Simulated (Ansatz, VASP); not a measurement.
Two plane-wave programs on Nb

The input INCAR:

```
SYSTEM = Nb
PREC = Accurate
ENCUT = 520
EDIFF = 1E-6
ISMEAR = -1
SIGMA = 0.1
LREAL = .False.
LASPH = .True.
NELM = 100
ALGO = Normal
ISIF = 2
LWAVE = .False.
LCHARG = .False.
GGA = RP
NBANDS = 26
```

KPOINTS

```
Automatic mesh
0
Gamma
  8 8 13
  0 0 0
```

The input POSCAR:

```
Nb
1.0
    5.1010820760      0.0000000000      0.0000000000
   -2.5505410380      4.4176666646      0.0000000000
    0.0000000000      0.0000000000      2.8074033041
Nb
3
Direct
    0.0000000000      1.0000000000      1.0000000000
    0.3333333333      0.6666666667      0.5000000000
    0.6666666667      0.3333333333      0.5000000000
```

Input for Ansatz:

```yaml
crystal:
  lattice:
    - [5.101082076, 0.0, 0.0]
    - [-2.550541038, 4.4176666646, 0.0]
    - [0.0, 0.0, 2.8074033041]
  atoms:
    - { symbol: Nb, position: [0.0, 1.0, 1.0] }
    - { symbol: Nb, position: [0.3333333333, 0.6666666667, 0.5] }
    - { symbol: Nb, position: [0.6666666667, 0.3333333333, 0.5] }
hamiltonian:
  xc: rpbe
  pseudopotentials:
    kind: paw
    azcp:
      Nb: "pseudopotentials/Nb.paw.azcp"
basis:
  ecutwfc: 420
  fft_grid_basis: typed
kpoints:
  mp_grid: { grid: [8, 8, 13], shift: [0, 0, 0] }
magnetization:
  spin_polarized: false
scf:
  occupations: { method: fermi_dirac, width: 0.1 }
  lower_state_search: "off"
output:
  stress: true
```

Alike in both runs: task single point; functional RPBE; k mesh 8 × 8 × 13; occupations fermi-dirac, width 0.1 eV; no spin polarisation.

|  | VASP | Ansatz |
| --- | --- | --- |
| version | VASP 6.6.1 | Ansatz 0.2.0 |
| potentials or method | VASP PAW PBE potentials, release 64 (Nb_sv), cutoff 520 eV | plane waves (420 eV) with PAW, scalar-relativistic |
| valence electrons in the cell | 39 | 39 |

|  | VASP | Ansatz | Ansatz less VASP |
| --- | --- | --- | --- |
| pressure (GPa) | -14.4 | -14.2 | +0.25 |
| traceless stress, the component that is largest in VASP (GPa) | -1.62 | -1.65 | -0.030 |

VASP's potentials were made for PBE, not for RPBE. The functional is the same, so the differences come from potentials, cutoffs and numerics.
